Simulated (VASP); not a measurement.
# Al3C2 (P6/mmm) in VASP: a series of runs

The runs below take Al3C2 through relaxation of cell and atoms, single point, with PBE.

Everything below comes from runs of VASP 6.6.1. Logs are shortened: lines on timing, memory, paths and dates and some standing lists are left out, and cuts for length are marked.

### Step 1. The cell of the first run

It takes space group P6/mmm (No. 191, hexagonal). Conventional cell: a = 5.334 Å, b = 5.334 Å, c = 2.880 Å, α = 90.00°, β = 90.00°, γ = 120.00°. Within 2.9 Å of Al (site symmetry mmm) lie 4 C at 2.11 Å and 6 Al at 2.67 to 2.88 Å. Within 2.9 Å of C (site symmetry -6m2) lie 6 Al at 2.11 Å and 2 C at 2.88 Å.

The cell was generated, and may not be a known phase.

### Step 2. Relaxation of cell and atoms, PBE

INCAR

```
SYSTEM = Al3C2
  PREC = Accurate
  ENCUT = 600
  EDIFF = 1E-6
  ISMEAR = 0
  SIGMA = 0.1
  LREAL = .False.
  LASPH = .True.
  NELM = 60
  ALGO = Normal
  ISIF = 3
  LWAVE = .False.
  LCHARG = .False.
  GGA = PE
  IBRION = 2
  NSW = 90
  EDIFFG = -0.04
```

KPOINTS

```
Automatic mesh
0
Gamma
  6 6 6
  0 0 0
```

POSCAR

```
Al3C2
1.0
    5.3341429370      0.0000000000      0.0000000000
   -2.6670714685      4.6195032909      0.0000000000
    0.0000000000      0.0000000000      2.8804030503
Al C
3 2
Direct
    0.5000000000      0.0000000000      0.5000000000
    0.0000000000      0.5000000000      0.5000000000
    0.5000000000      0.5000000000      0.5000000000
    0.3333333333      0.6666666667      0.0000000000
    0.6666666667      0.3333333333      0.0000000000
```

Potentials or basis: VASP PAW PBE potentials, release 64 (Al, C).

The run is started by

```console
$ cat potpaw_PBE.64/Al/POTCAR potpaw_PBE.64/C/POTCAR > POTCAR
$ mpirun -np 1 vasp_std > vasp.out
```

OUTCAR:

```text
SYSTEM = Al3C2
   PREC = Accurate
   ENCUT = 600
   EDIFF = 1E-6
   ISMEAR = 0
   LREAL = .False.
   LASPH = .True.
   NELM = 60
   ISIF = 3
   GGA = PE
   IBRION = 2
   NSW = 90
   EDIFFG = -0.04

 ion  position               nearest neighbor table
   1  0.500  0.000  0.500-   4 2.11   5 2.11   4 2.11   5 2.11   2 2.67   3 2.67   3 2.67   2 2.67

   2  0.000  0.500  0.500-   4 2.11   5 2.11   4 2.11   5 2.11   3 2.67   3 2.67   1 2.67   1 2.67

   3  0.500  0.500  0.500-   4 2.11   5 2.11   4 2.11   5 2.11   2 2.67   2 2.67   1 2.67   1 2.67

   4  0.333  0.667  0.000-   2 2.11   2 2.11   1 2.11   1 2.11   3 2.11   3 2.11
   5  0.667  0.333  0.000-   2 2.11   2 2.11   1 2.11   1 2.11   3 2.11   3 2.11

  LATTYP: Found a hexagonal cell.
 ALAT       =     5.3341429370
 C/A-ratio  =     0.5399936005

  Lattice vectors:

 A1 = (   5.3341429370,   0.0000000000,   0.0000000000)
 A2 = (  -2.6670714685,   4.6195032909,   0.0000000000)
 A3 = (   0.0000000000,   0.0000000000,   2.8804030503)

Analysis of symmetry for initial positions (statically):
=====================================================================
 Subroutine PRICEL returns:
 Original cell was already a primitive cell.

 Routine SETGRP: Setting up the symmetry group for a
 hexagonal supercell.

 Subroutine GETGRP returns: Found 24 space group operations
 (whereof 24 operations were pure point group operations)
 out of a pool of 24 trial point group operations.

The static configuration has the point symmetry D_6h.

Analysis of symmetry for dynamics (positions and initial velocities):
=====================================================================
 Subroutine PRICEL returns:
 Original cell was already a primitive cell.

 Routine SETGRP: Setting up the symmetry group for a
 hexagonal supercell.

 Subroutine GETGRP returns: Found 24 space group operations
 (whereof 24 operations were pure point group operations)
 out of a pool of 24 trial point group operations.

The dynamic configuration has the point symmetry D_6h.

 Subroutine INISYM returns: Found 24 space group operations
 (whereof 24 operations are pure point group operations),
 and found     1 'primitive' translations

----------------------------------------------------------------------------------------

                                     Primitive cell

  volume of cell :      70.9763

  direct lattice vectors                    reciprocal lattice vectors
     5.334142937  0.000000000  0.000000000     0.187471542  0.108236745  0.000000000
    -2.667071469  4.619503291  0.000000000     0.000000000  0.216473490  0.000000000
     0.000000000  0.000000000  2.880403050     0.000000000  0.000000000  0.347173636

  length of vectors
     5.334142937  5.334142937  2.880403050     0.216473490  0.216473490  0.347173636

  position of ions in fractional coordinates (direct lattice)
     0.500000000  0.000000000  0.500000000
     0.000000000  0.500000000  0.500000000
     0.500000000  0.500000000  0.500000000
     0.333333333  0.666666667  0.000000000
     0.666666667  0.333333333  0.000000000

  ion indices of the primitive-cell ions
   primitive index   ion index
                 1           1
                 2           2
                 3           3
                 4           4
                 5           5

----------------------------------------------------------------------------------------

 KPOINTS: Automatic mesh

Automatic generation of k-mesh.
 Grid dimensions read from file:
 generate k-points for:    6    6    6

 Generating k-lattice:

  Cartesian coordinates                     Fractional coordinates (reciprocal lattice)
     0.031245257  0.018039458  0.000000000     0.166666667  0.000000000  0.000000000
     0.000000000  0.036078915  0.000000000     0.000000000  0.166666667  0.000000000
     0.000000000  0.000000000  0.057862273     0.000000000  0.000000000  0.166666667

  Length of vectors
     0.036078915  0.036078915  0.057862273

  Shift w.r.t. Gamma in fractional coordinates (k-lattice)
     0.000000000  0.000000000  0.000000000

 Subroutine IBZKPT returns following result:
 ===========================================

 Found     28 irreducible k-points:

 Following reciprocal coordinates:
            Coordinates               Weight
  0.000000  0.000000  0.000000      1.000000
  0.166667  0.000000  0.000000      6.000000
  0.333333  0.000000  0.000000      6.000000
  0.500000 -0.000000  0.000000      3.000000
  0.166667  0.166667  0.000000      6.000000
  0.333333  0.166667  0.000000     12.000000
[... 16 lines left out ...]
  0.166667  0.000000  0.500000      6.000000
  0.333333  0.000000  0.500000      6.000000
 [... further k-points ...]
   k-points           NKPTS =     28   k-points in BZ     NKDIM =     28   number of bands    NBANDS=     12
   number of dos      NEDOS =    301   number of ions     NIONS =      5
   total plane-waves  NPLWV =  55296
   dimension x,y,z NGX =    48 NGY =   48 NGZ =   24
   dimension x,y,z NGXF=    96 NGYF=   96 NGZF=   48
   ions per type =               3   2
   NGX,Y,Z   is equivalent  to a cutoff of  14.96, 14.96, 13.85 a.u.
   NGXF,Y,Z  is equivalent  to a cutoff of  29.92, 29.92, 27.70 a.u.
 SYSTEM =  Al3C2
   PREC   = accura    normal or accurate (medium, high low for compatibility)
   ISTART =      0    job   : 0-new  1-cont  2-samecut
   ICHARG =      2    charge: 1-file 2-atom 10-const
   ISPIN  =      1    spin polarized calculation?
   LNONCOLLINEAR =      F non collinear calculations
   LSORBIT =      F    spin-orbit coupling
   LASPH  =      T    aspherical Exc in radial PAW
   ENCUT  =  600.0 eV  44.10 Ry    6.64 a.u.  10.65 10.65  5.75*2*pi/ulx,y,z
   NELM   =     60;   NELMIN=  2; NELMDL= -5     # of ELM steps
   EDIFF  = 0.1E-05   stopping-criterion for ELM
   LREAL  =      F    real-space projection
   EDIFFG = -.4E-01   stopping-criterion for IOM
   NSW    =     90    number of steps for IOM
   IBRION =      2    ionic relax: 0-MD 1-quasi-New 2-CG
   NFREE  =      1    steps in history (QN), initial steepest desc. (CG)
   ISIF   =      3    stress and relaxation
   ISYM   =      2    0-nonsym 1-usesym 2-fastsym
   POTIM  = 0.5000    time-step for ionic-motion
   TEBEG  =    0.0;   TEEND  =   0.0 temperature during run
   PSTRESS=    0.0 pullay stress
   NELECT =      17.0000    total number of electrons
   NUPDOWN=      -1.0000    fix difference up-down
   EMIN   =  10.00;   EMAX   =-10.00  energy-range for DOS
   EFERMI =   0.00;   METHOD = LEGACY
   ISMEAR =     0;   SIGMA  =   0.10  broadening in eV -4-tet -1-fermi 0-gaus
   EFERMI_NEDOS =   21; number of points for ismear=-14 and -15
   IALGO  =     38    algorithm
   IMIX   =      4    mixing-type and parameters
     AMIX     =   0.40;   BMIX     =  1.00
     AMIX_MAG =   1.60;   BMIX_MAG =  1.00
  volume/ion in A,a.u.               =      14.20        95.79
  Fermi-wavevector in a.u.,A,eV,Ry     =   1.016686  1.921258 14.063661  1.033650
  Thomas-Fermi vector in A             =   2.150044
   LORBIT       =      0    0 simple, 1 ext, 2 COOP (PROOUT), +10 PAW based schemes
   GGA     = PE    functional components
   LHFCALC =     F    Hartree Fock is set to
   AEXX    =    0.0000 exact exchange contribution
   IVDW    =     0    specifies the selected vdW correction
   LEPSILON=     F    determine dielectric tensor
   LRPA    =     F    only Hartree local field effects (RPA)
 conjugate gradient relaxation of ions
 non-spin polarized calculation
 Gauss-broadening in eV      SIGMA  =   0.10
  energy-cutoff  :      600.00
  volume of cell :       70.98
 maximum number of plane-waves:      2424
 NGX is ok and might be reduce to    48
   NGX = 21   NGY = 21   NGZ = 11

 number of electron      16.9999999 magnetization

 Free energy of the ion-electron system (eV)
  ---------------------------------------------------
  ext. energy  EPLUGINS =         0.00000000
  ---------------------------------------------------
  free energy    TOTEN  =       -27.25256146 eV

  energy without entropy =      -27.24270337  energy(sigma->0) =      -27.24763242

 E-fermi :   6.3077     XC(G=0):  -9.6863

 val. band max:        6.2040693039   @ k =   0.1667   0.0000   0.5000
 cond. band min:       6.3127041542   @ k =   0.5000  -0.0000   0.3333
 fundamental gap:      0.1086348503
 Fermi energy:         6.3076972279

 k-point     1 :       0.0000    0.0000    0.0000
  band No.  band energies     occupation
      1      -7.8526      2.00000
      2      -5.2222      2.00000
      3      -0.2192      2.00000
      4      -0.2192      2.00000
      5       2.2553      2.00000
      6       2.2553      2.00000
      7       5.2351      2.00000
      8       5.2625      2.00000
      9       6.0321      1.99990
     10       9.6988      0.00000
     11       9.6988      0.00000
     12      11.3184      0.00000

 k-point     2 :       0.1667    0.0000    0.0000
  band No.  band energies     occupation
      1      -7.7400      2.00000
      2      -5.4641      2.00000
      3      -0.3931      2.00000
      4      -0.0882      2.00000
      5       2.1909      2.00000
      6       2.6421      2.00000
      7       5.2789      2.00000
      8       5.9172      2.00000
      9       5.9810      2.00000
     10       8.8758      0.00000
     11       9.4470      0.00000
     12      11.4768      0.00000

 k-point     3 :       0.3333    0.0000    0.0000
  band No.  band energies     occupation
      1      -7.4329      2.00000
      2      -6.0002      2.00000
      3      -0.6605      2.00000
      4       0.0142      2.00000
      5       2.4621      2.00000
      6       3.4298      2.00000
      7       5.3940      2.00000
      8       5.8518      2.00000
      9       7.0018      0.00000
     10       7.8269      0.00000
     11       8.7348      0.00000
     12      11.4680      0.00000

 k-point     4 :       0.5000   -0.0000    0.0000
  band No.  band energies     occupation
      1      -7.1640      2.00000
      2      -6.3723      2.00000
      3      -0.7702      2.00000
      4       0.0003      2.00000
      5       2.8056      2.00000
      6       3.8788      2.00000
      7       5.4884      2.00000
      8       5.7504      2.00000
      9       6.5344      0.00135
     10       8.2561      0.00000
     11       8.7170      0.00000
     12      10.4980      0.00000

 k-point     5 :       0.1667    0.1667    0.0000
  band No.  band energies     occupation
      1      -7.5263      2.00000
      2      -5.8510      2.00000
      3      -0.7452      2.00000
      4       0.2599      2.00000
      5       2.1130      2.00000
      6       3.3497      2.00000
      7       5.3599      2.00000
      8       5.8894      2.00000
      9       6.8190      0.00000
     10       7.8004      0.00000
     11       9.2394      0.00000
     12      11.7129      0.00000
[... 228 lines left out ...]
      1      -5.2464      2.00000
      2      -5.2464      2.00000
      3       0.3083      2.00000
      4       0.3083      2.00000
      5       0.3870      2.00000
      6       2.9256      2.00000
      7       2.9256      2.00000
      8       5.5865      2.00000
      9       5.6031      2.00000
     10       8.5454      0.00000
     11       8.5454      0.00000
     12       9.8356      0.00000

 k-point    22 :       0.0000    0.0000    0.5000
  band No.  band energies     occupation
      1      -4.9884      2.00000
      2      -2.9056      2.00000
      3      -2.5789      2.00000
      4      -0.2053      2.00000
      5       2.1051      2.00000
      6       2.1051      2.00000
      7       4.9462      2.00000
      8       4.9462      2.00000
      9       6.9666      0.00000
     10       6.9666      0.00000
     11       7.1711      0.00000
     12       7.1711      0.00000

 k-point    23 :       0.1667    0.0000    0.5000
  band No.  band energies     occupation
      1      -4.8978      2.00000
      2      -3.0893      2.00000
      3      -2.4637      2.00000
      4      -0.3865      2.00000
      5       2.0134      2.00000
      6       2.2880      2.00000
      7       4.8648      2.00000
      8       5.1510      2.00000
      9       6.0236      1.99994
     10       6.2041      1.85722
     11       7.7809      0.00000
     12       8.2267      0.00000

 k-point    24 :       0.3333    0.0000    0.5000
  band No.  band energies     occupation
      1      -4.6518      2.00000
      2      -3.5041      2.00000
      3      -2.1531      2.00000
      4      -0.8239      2.00000
      5       1.8545      2.00000
      6       2.6288      2.00000
      7       4.7644      2.00000
      8       5.2646      2.00000
      9       5.5552      2.00000
     10       5.6802      2.00000
     11       8.5084      0.00000
     12       9.5392      0.00000

 [... further k-points ...]

------------------------ aborting loop because EDIFF is reached ----------------------------------------

  FORCE on cell =-STRESS in cart. coord.  units (eV):
  Direction    XX          YY          ZZ          XY          YZ          ZX
  --------------------------------------------------------------------------------------
  -------------------------------------------------------------------------------------
  Total       -0.1877309     -0.1877309     -0.0867484      0.0000000     -0.0000000      0.0000000
  in kB       -4.2377291     -4.2377291     -1.9582092      0.0000000     -0.0000000      0.0000000
  external PRESSURE =      -3.4778891 kB  Pullay stress =       0.0000000 kB

 VOLUME and BASIS-vectors are now :
 -----------------------------------------------------------------------------
  energy-cutoff  :      600.00
  volume of cell :       70.98
      direct lattice vectors                 reciprocal lattice vectors
     5.334142937  0.000000000  0.000000000     0.187471542  0.108236745  0.000000000
    -2.667071469  4.619503291  0.000000000     0.000000000  0.216473490  0.000000000
     0.000000000  0.000000000  2.880403050     0.000000000  0.000000000  0.347173636

 POSITION                                       TOTAL-FORCE (eV/Angst)
 -----------------------------------------------------------------------------------
      2.66707      0.00000      1.44020        -0.000000      0.000000      0.000000
     -1.33354      2.30975      1.44020        -0.000000      0.000000      0.000000
      1.33354      2.30975      1.44020        -0.000000      0.000000      0.000000
     -0.00000      3.07967      0.00000         0.000000      0.000000      0.000000
      2.66707      1.53983      0.00000        -0.000000     -0.000000      0.000000
 -----------------------------------------------------------------------------------
    total drift:                               -0.000000      0.000000      0.000000

  FREE ENERGIE OF THE ION-ELECTRON SYSTEM (eV)
  ---------------------------------------------------
  free  energy   TOTEN  =       -27.2525614626 eV

  energy  without entropy=      -27.2427033694  energy(sigma->0) =      -27.24763242

 reached required accuracy - stopping structural energy minimisation
```

It took 15 s on 1 thread of Intel Xeon 6975P-C (Granite Rapids), shared host; peak memory 0.22 GiB.

Results:

```
Free energy             : -27.2526 eV
Pressure after relaxing : -0.3 GPa
Band gap on the k mesh  : zero (an odd number of electrons rules out a gap without spin polarisation)
```

Final structure:
```yaml
crystal:
  lattice:
    - [5.33414, 0.00000, 0.00000]
    - [-2.66707, 4.61950, 0.00000]
    - [0.00000, 0.00000, 2.88040]
  atoms:
    - { symbol: Al, position: [0.50000, 0.00000, 0.50000] }
    - { symbol: Al, position: [0.00000, 0.50000, 0.50000] }
    - { symbol: Al, position: [0.50000, 0.50000, 0.50000] }
    - { symbol: C, position: [0.33333, 0.66667, 0.00000] }
    - { symbol: C, position: [0.66667, 0.33333, 0.00000] }
```

Levels at points of the mesh, in eV from the Fermi level:
```
           k point  band 5  band 6  band 7  band 8  band 9  band 10  band 11  band 12
(0.00, 0.00, 0.00)   -4.05   -4.05   -1.07   -1.05   -0.28     3.39     3.39     5.01
(0.50, 0.00, 0.00)   -3.50   -2.43   -0.82   -0.56    0.23     1.95     2.41     4.19
(0.00, 0.00, 0.50)   -4.20   -4.20   -1.36   -1.36    0.66     0.66     0.86     0.86
(0.50, 0.00, 0.50)   -4.52   -3.53   -1.56   -1.31   -0.80    -0.55     2.64     4.04
```

Caveat: the k points lie up to 0.36 Å⁻¹ apart in the final cell, too coarse for converged energies and pressures of a metal.

### Step 3. Single point, PBE

This run uses another cell than the first one, of 14.14 Å³/atom.

INCAR

```
PREC     = Accurate       # precision mode
ENCUT    = 520            # plane-wave cutoff, eV
EDIFF    = 1E-6           # SCF threshold, eV
ISMEAR   = 0              # smearing method
SIGMA    = 0.1            # smearing width, eV
LREAL    = False          # projectors in reciprocal space
LASPH    = True           # aspherical terms in the spheres
NELM     = 100            # most SCF steps
ALGO     = Normal         # electronic algorithm
ISIF     = 2              # what is computed and relaxed
LWAVE    = False          # write WAVECAR
LCHARG   = False          # write CHGCAR
GGA      = PE             # functional
NBANDS   = 16             # bands
```

KPOINTS

```
regular mesh
0
Gamma
  12 12 14
```

POSCAR, as its differences from that of step 2:

```diff
@@ -2,5 +2,5 @@
 1.0
-    5.3341429370      0.0000000000      0.0000000000
-   -2.6670714685      4.6195032909      0.0000000000
-    0.0000000000      0.0000000000      2.8804030503
+    5.3297575151      0.0000000000      0.0000000000
+   -2.6648787575      4.6157054041      0.0000000000
+    0.0000000000      0.0000000000      2.8747091430
 Al C
```

Potentials or basis: VASP PAW PBE potentials, release 64 (Al, C).

The run is started by

```console
$ cat potpaw_PBE.64/Al/POTCAR potpaw_PBE.64/C/POTCAR > POTCAR
$ mpirun -np 1 vasp_std > vasp.out
```

Wall time 52 s (1 thread of Intel Xeon 6975P-C (Granite Rapids), shared host); peak memory 0.27 GiB.

It converged, with:

```
Free energy            : -27.2670 eV
Pressure               : 0.0 GPa
Band gap on the k mesh : zero (an odd number of electrons rules out a gap without spin polarisation)
```

Stress tensor (GPa, compression positive):
```
-0.08  0.00  0.00
 0.00 -0.08  0.00
 0.00  0.00  0.04
```

Levels at points of the mesh, in eV from the Fermi level:
```
           k point  band 6  band 7  band 8  band 9  band 10  band 11
(0.00, 0.00, 0.00)   -4.08   -1.08   -1.06   -0.29     3.38     3.38
(0.50, 0.00, 0.00)   -2.46   -0.83   -0.57    0.21     1.94     2.42
(0.00, 0.00, 0.50)   -4.23   -1.38   -1.38    0.66     0.66     0.86
(0.50, 0.00, 0.50)   -3.55   -1.58   -1.31   -0.80    -0.57     2.64
```

[end of part 1 of 2]

The gap in the log of VASP goes by the Fermi energy; the results here count the filled bands.